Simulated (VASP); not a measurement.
Write the native input for VASP 6.6.1 that does the following.

```
Task                   : single point
Functional             : PBE
Dispersion             : D3(BJ)
Potentials or basis    : VASP PAW PBE potentials, release 64 (N)
Cutoff                 : 520 eV
k mesh                 : 1 × 1 × 1
Occupations            : gaussian, width 0.01 eV
Spin                   : no spin polarisation
Dipole correction      : no
Further INCAR settings : ALGO = Normal; EDIFF = 1e-07; NBANDS = 12
```

The structure of N2 lies in POSCAR:

```
N
1.0
    9.8000000000      0.0000000000      0.0000000000
    0.0000000000     10.0000000000      0.0000000000
    0.0000000000      0.0000000000      9.4000000000
N
2
Direct
    0.4602534824      0.4610484127      0.5000000000
    0.5397465176      0.5389515873      0.5000000000
```

One way to write it, as run:

INCAR

```
SYSTEM = N
ALGO = Normal
EDIFF = 1E-7
ENCUT = 520
GGA = PE
ISIF = 2
ISMEAR = 0
IVDW = 12
LASPH = .TRUE.
LCHARG = .TRUE.
LELF = .TRUE.
LREAL = .FALSE.
LVHAR = .TRUE.
LWAVE = .FALSE.
NBANDS = 12
NELM = 80
PREC = Accurate
SIGMA = 0.01
```

KPOINTS

```
k-points
0
G
  1 1 1
  0 0 0
```

Potentials or basis: VASP PAW PBE potentials, release 64 (N).

Command:

```sh
$ cat potpaw_PBE.64/N/POTCAR > POTCAR
$ mpirun -np 1 vasp_gam > vasp.out
```

Results of the run:

```yaml
Largest_force: 1.808 eV/Å
Gap_between_the_frontier_levels: 8.20 eV
Dispersion_energy_per_atom: -0.006 eV
```

Caveat: the standard files for N, O and F lose accuracy on very short bonds.

Run time: 69 s on 1 thread of Intel(R) Xeon(R) Platinum 8259CL CPU @ 2.50GHz (Skylake/Cascade Lake) (shared host), peak memory 0.78 GiB.
